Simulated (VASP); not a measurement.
# Zn (Fm-3m) in VASP: notebook

The runs below take Zn through relaxation of cell and atoms, with PBEsol.

Program: VASP 6.6.1. These are calculated values, not measurements. Logs are shortened: lines on timing, memory, paths and dates and some standing lists are left out, and cuts for length are marked.

### 1 The cell of the first run

It takes space group Fm-3m (No. 225, cubic). Conventional cell: a = 3.045 Å, b = 3.045 Å, c = 3.045 Å, α = 90.00°, β = 90.00°, γ = 90.00°. Within 2.8 Å of Zn (site symmetry m-3m) lie 12 Zn at 2.15 Å.

This isn't the form of Zn at room conditions, which is hcp.

### 2 Relaxation of cell and atoms, PBEsol, target pressure 350 GPa, at which the enthalpy is minimised

INCAR reads:

```
PREC     = Accurate       # precision mode
ENCUT    = 600            # plane-wave cutoff, eV
EDIFF    = 1E-7           # SCF threshold, eV
ISMEAR   = -1             # smearing method
SIGMA    = 0.08           # smearing width, eV
LREAL    = F              # projectors in reciprocal space
LASPH    = T              # aspherical terms in the spheres
NELM     = 80             # most SCF steps
ALGO     = Normal         # electronic algorithm
ISIF     = 3              # what is computed and relaxed
LWAVE    = F              # write WAVECAR
LCHARG   = F              # write CHGCAR
GGA      = PS             # functional
IBRION   = 2              # ionic algorithm
NSW      = 60             # ionic steps
EDIFFG   = -0.005         # ionic threshold
PSTRESS  = 3500.0
```

KPOINTS reads:

```
Automatic mesh
0
Gamma
  22 22 22
```

POSCAR reads:

```
Zn
1.0
    0.0000000000      1.5223536852      1.5223536852
    1.5223536852      0.0000000000      1.5223536852
    1.5223536852      1.5223536852      0.0000000000
Zn
1
Direct
    0.0000000000      0.0000000000      0.0000000000
```

Potentials or basis: VASP PAW PBE potentials, release 64 (Zn).

Command:

```console
> cat potpaw_PBE.64/Zn/POTCAR > POTCAR
> mpirun -np 1 vasp_std > vasp.out
```

OUTCAR:

```text
PREC = Accurate
   ENCUT = 600
   EDIFF = 1E-7
   ISMEAR = -1
   LREAL = F
   LASPH = T
   NELM = 80
   ISIF = 3
   GGA = PS
   IBRION = 2
   NSW = 60
   EDIFFG = -0.005
   PSTRESS = 3500.0

 ion  position               nearest neighbor table
   1  0.000  0.000  0.000-

  LATTYP: Found a face centered cubic cell.
 ALAT       =     3.0447073704

  Lattice vectors:

 A1 = (   0.0000000000,   1.5223536852,   1.5223536852)
 A2 = (   1.5223536852,   0.0000000000,   1.5223536852)
 A3 = (   1.5223536852,   1.5223536852,   0.0000000000)

Analysis of symmetry for initial positions (statically):
=====================================================================
 Subroutine PRICEL returns:
 Original cell was already a primitive cell.

 Routine SETGRP: Setting up the symmetry group for a
 face centered cubic supercell.

 Subroutine GETGRP returns: Found 48 space group operations
 (whereof 48 operations were pure point group operations)
 out of a pool of 48 trial point group operations.

The static configuration has the point symmetry O_h .

Analysis of symmetry for dynamics (positions and initial velocities):
=====================================================================
 Subroutine PRICEL returns:
 Original cell was already a primitive cell.

 Routine SETGRP: Setting up the symmetry group for a
 face centered cubic supercell.

 Subroutine GETGRP returns: Found 48 space group operations
 (whereof 48 operations were pure point group operations)
 out of a pool of 48 trial point group operations.

The dynamic configuration has the point symmetry O_h .

 Subroutine INISYM returns: Found 48 space group operations
 (whereof 48 operations are pure point group operations),
 and found     1 'primitive' translations

----------------------------------------------------------------------------------------

                                     Primitive cell

  volume of cell :       7.0563

  direct lattice vectors                    reciprocal lattice vectors
     0.000000000  1.522353685  1.522353685    -0.328438788  0.328438788  0.328438788
     1.522353685  0.000000000  1.522353685     0.328438788 -0.328438788  0.328438788
     1.522353685  1.522353685  0.000000000     0.328438788  0.328438788 -0.328438788

  length of vectors
     2.152933228  2.152933228  2.152933228     0.568872669  0.568872669  0.568872669

  position of ions in fractional coordinates (direct lattice)
     0.000000000  0.000000000  0.000000000

  ion indices of the primitive-cell ions
   primitive index   ion index
                 1           1

----------------------------------------------------------------------------------------

 KPOINTS: Automatic mesh

Automatic generation of k-mesh.
 Grid dimensions read from file:
 generate k-points for:   22   22   22

 Generating k-lattice:

  Cartesian coordinates                     Fractional coordinates (reciprocal lattice)
    -0.014929036  0.014929036  0.014929036     0.045454545  0.000000000  0.000000000
     0.014929036 -0.014929036  0.014929036     0.000000000  0.045454545  0.000000000
     0.014929036  0.014929036 -0.014929036     0.000000000  0.000000000  0.045454545

  Length of vectors
     0.025857849  0.025857849  0.025857849

  Shift w.r.t. Gamma in fractional coordinates (k-lattice)
     0.000000000  0.000000000  0.000000000

 Subroutine IBZKPT returns following result:
 ===========================================

 Found    328 irreducible k-points:

 Following reciprocal coordinates:
            Coordinates               Weight
  0.000000  0.000000  0.000000      1.000000
  0.045455  0.000000  0.000000      8.000000
  0.090909  0.000000  0.000000      8.000000
  0.136364  0.000000  0.000000      8.000000
  0.181818  0.000000  0.000000      8.000000
  0.227273  0.000000  0.000000      8.000000
[... 16 lines left out ...]
  0.500000  0.045455  0.000000     24.000000
 -0.454545  0.045455  0.000000     24.000000
 [... further k-points ...]
   k-points           NKPTS =    328   k-points in BZ     NKDIM =    328   number of bands    NBANDS=     10
   number of dos      NEDOS =    301   number of ions     NIONS =      1
   total plane-waves  NPLWV =   5832
   dimension x,y,z NGX =    18 NGY =   18 NGZ =   18
   dimension x,y,z NGXF=    36 NGYF=   36 NGZF=   36
   ions per type =               1
   NGX,Y,Z   is equivalent  to a cutoff of  13.90, 13.90, 13.90 a.u.
   NGXF,Y,Z  is equivalent  to a cutoff of  27.80, 27.80, 27.80 a.u.
 SYSTEM =  unknown system
   PREC   = accura    normal or accurate (medium, high low for compatibility)
   ISTART =      0    job   : 0-new  1-cont  2-samecut
   ICHARG =      2    charge: 1-file 2-atom 10-const
   ISPIN  =      1    spin polarized calculation?
   LNONCOLLINEAR =      F non collinear calculations
   LSORBIT =      F    spin-orbit coupling
   LASPH  =      T    aspherical Exc in radial PAW
   ENCUT  =  600.0 eV  44.10 Ry    6.64 a.u.   4.30  4.30  4.30*2*pi/ulx,y,z
   NELM   =     80;   NELMIN=  2; NELMDL= -5     # of ELM steps
   EDIFF  = 0.1E-06   stopping-criterion for ELM
   LREAL  =      F    real-space projection
   EDIFFG = -.5E-02   stopping-criterion for IOM
   NSW    =     60    number of steps for IOM
   IBRION =      2    ionic relax: 0-MD 1-quasi-New 2-CG
   NFREE  =      1    steps in history (QN), initial steepest desc. (CG)
   ISIF   =      3    stress and relaxation
   ISYM   =      2    0-nonsym 1-usesym 2-fastsym
   POTIM  = 0.5000    time-step for ionic-motion
   TEBEG  =    0.0;   TEEND  =   0.0 temperature during run
   PSTRESS= 3500.0 pullay stress
   NELECT =      12.0000    total number of electrons
   NUPDOWN=      -1.0000    fix difference up-down
   EMIN   =  10.00;   EMAX   =-10.00  energy-range for DOS
   EFERMI =   0.00;   METHOD = LEGACY
   ISMEAR =    -1;   SIGMA  =   0.08  broadening in eV -4-tet -1-fermi 0-gaus
   EFERMI_NEDOS =   21; number of points for ismear=-14 and -15
   IALGO  =     38    algorithm
   IMIX   =      4    mixing-type and parameters
     AMIX     =   0.40;   BMIX     =  1.00
     AMIX_MAG =   1.60;   BMIX_MAG =  1.00
  volume/ion in A,a.u.               =       7.06        47.62
  Fermi-wavevector in a.u.,A,eV,Ry     =   1.954083  3.692682 51.953038  3.818441
  Thomas-Fermi vector in A             =   2.980749
   LORBIT       =      0    0 simple, 1 ext, 2 COOP (PROOUT), +10 PAW based schemes
   GGA     = PS    functional components
   LHFCALC =     F    Hartree Fock is set to
   AEXX    =    0.0000 exact exchange contribution
   IVDW    =     0    specifies the selected vdW correction
   LEPSILON=     F    determine dielectric tensor
   LRPA    =     F    only Hartree local field effects (RPA)
 conjugate gradient relaxation of ions
 non-spin polarized calculation
  energy-cutoff  :      600.00
  volume of cell :        7.06
 maximum number of plane-waves:       259
 NGX is ok and might be reduce to    18
   NGX =  9   NGY =  9   NGZ =  9

--------------------------------------- Ionic step        1  -------------------------------------------

 number of electron      12.0000001 magnetization

 Free energy of the ion-electron system (eV)
  ---------------------------------------------------
  ext. energy  EPLUGINS =         0.00000000
  ---------------------------------------------------
  free energy    TOTEN  =         2.43330042 eV

  energy without entropy =        2.43742509  energy(sigma->0) =        2.43536275

------------------------ aborting loop because EDIFF is reached ----------------------------------------

  FORCE on cell =-STRESS in cart. coord.  units (eV):
  Direction    XX          YY          ZZ          XY          YZ          ZX
  --------------------------------------------------------------------------------------
  -------------------------------------------------------------------------------------
  Total       15.7592922     15.7592922     15.7592922     -0.0000000      0.0000000     -0.0000000
  in kB     3578.2493999   3578.2493999   3578.2493999     -0.0000000      0.0000000     -0.0000000
  external PRESSURE =      78.2493999 kB  Pullay stress =    3500.0000000 kB
[... 96 lines left out ...]
  enthalpy is  TOTEN    =        17.8469908311 eV   P V=       15.5037212888

--------------------------------------- Ionic step        4  -------------------------------------------

 number of electron      12.0000003 magnetization

 Free energy of the ion-electron system (eV)
  ---------------------------------------------------
  ext. energy  EPLUGINS =         0.00000000
  ---------------------------------------------------
  free energy    TOTEN  =         2.34505356 eV

  energy without entropy =        2.34922165  energy(sigma->0) =        2.34713760

 E-fermi :  12.3593     XC(G=0): -16.4265

 val. band max:       12.3577715104   @ k =  -0.3636   0.3636   0.0000
 cond. band min:      12.3668194490   @ k =  -0.3182   0.4545   0.1818
 fundamental gap:      0.0090479387
 Fermi energy:        12.3593044528

 k-point     1 :       0.0000    0.0000    0.0000
  band No.  band energies     occupation
      1      -7.5846      2.00000
      2      -0.3070      2.00000
      3      -0.3070      2.00000
      4      -0.3070      2.00000
      5       1.1680      2.00000
      6       1.1680      2.00000
      7      35.9548      0.00000
      8      41.5404      0.00000
      9      41.5404      0.00000
     10      41.5404      0.00000
[... 287 lines left out ...]
 k-point    24 :      -0.4545    0.0455    0.0000
  band No.  band energies     occupation
      1      -3.1981      2.00000
      2      -0.4019      2.00000
      3      -0.3239      2.00000
      4       1.7981      2.00000
      5       2.1370      2.00000
      6       4.0193      2.00000
      7      12.3910      0.80434
      8      33.1443      0.00000
      9      36.6339      0.00000
     10      37.4876      0.00000

 [... further k-points ...]

------------------------ aborting loop because EDIFF is reached ----------------------------------------

  FORCE on cell =-STRESS in cart. coord.  units (eV):
  Direction    XX          YY          ZZ          XY          YZ          ZX
  --------------------------------------------------------------------------------------
  -------------------------------------------------------------------------------------
  Total       15.5030551     15.5030551     15.5030551      0.0000000      0.0000000      0.0000000
  in kB     3500.2524766   3500.2524766   3500.2524766      0.0000000      0.0000000      0.0000000
  external PRESSURE =       0.2524766 kB  Pullay stress =    3500.0000000 kB
[... 16 lines left out ...]
  FREE ENERGIE OF THE ION-ELECTRON SYSTEM (eV)
  ---------------------------------------------------
  free  energy   TOTEN  =         2.3450535573 eV

  energy  without entropy=        2.3492216475  energy(sigma->0) =        2.34713760

  enthalpy is  TOTEN    =        17.8469904032 eV   P V=       15.5019368458

 reached required accuracy - stopping structural energy minimisation
```

Wall time 90 s (1 thread of AMD EPYC 7R13, shared host); peak memory 0.12 GiB.

Results:

* Free energy: 2.3451 eV
* Relaxed volume: 7.10 Å³/atom
* Relaxed cell: a = 2.157 Å, b = 2.157 Å, c = 2.157 Å, α = 60.00°, β = 60.00°, γ = 60.00°
* Space group after relaxing (to 0.1 Å): Fm-3m (No. 225)
* Energy change on relaxing (the run minimises the enthalpy): -88.2 meV/atom
* Ionic steps: 4
* Pressure after relaxing: 350.0 GPa
* Band gap on the k mesh: zero (bands 6 and 7 overlap by 1.76 eV)

The path:
| step | energy change (eV) | largest force (eV/Å) | pressure (GPa) | volume (Å³) |
| --- | --- | --- | --- | --- |
| 1 | 0.0000 | 0.0000 | 357.82 | 7.06 |
| 2 | -0.7251 | 0.0000 | 293.86 | 7.41 |
| 3 | -0.0900 | 0.0000 | 349.87 | 7.10 |
| 4 | -0.0882 | 0.0000 | 350.03 | 7.10 |

Final structure:
```yaml
crystal:
  lattice:
    - [0.00000, 1.52522, 1.52522]
    - [1.52522, 0.00000, 1.52522]
    - [1.52522, 1.52522, 0.00000]
  atoms:
    - { symbol: Zn, position: [0.00000, 0.00000, 0.00000] }
```

Levels at points of the mesh, in eV from the Fermi level:
```tsv
k point	band 2	band 3	band 4	band 5	band 6	band 7	band 8	band 9	band 10
(0.00, 0.00, 0.00)	-12.67	-12.67	-12.67	-11.19	-11.19	23.60	29.18	29.18	29.18
(0.50, 0.00, 0.00)	-12.73	-12.73	-10.17	-10.17	-8.60	-0.31	21.41	25.63	25.63
(0.50, 0.50, 0.00)	-15.11	-10.20	-9.91	-9.91	-4.83	4.28	11.98	11.98	17.71
```

Caveat: the cell is relaxed towards a set pressure, so the run minimises the enthalpy, not the energy; the PAW data sets were made with another functional, which shifts forces and pressure a little.

(Part 1 of 2 ends here.)
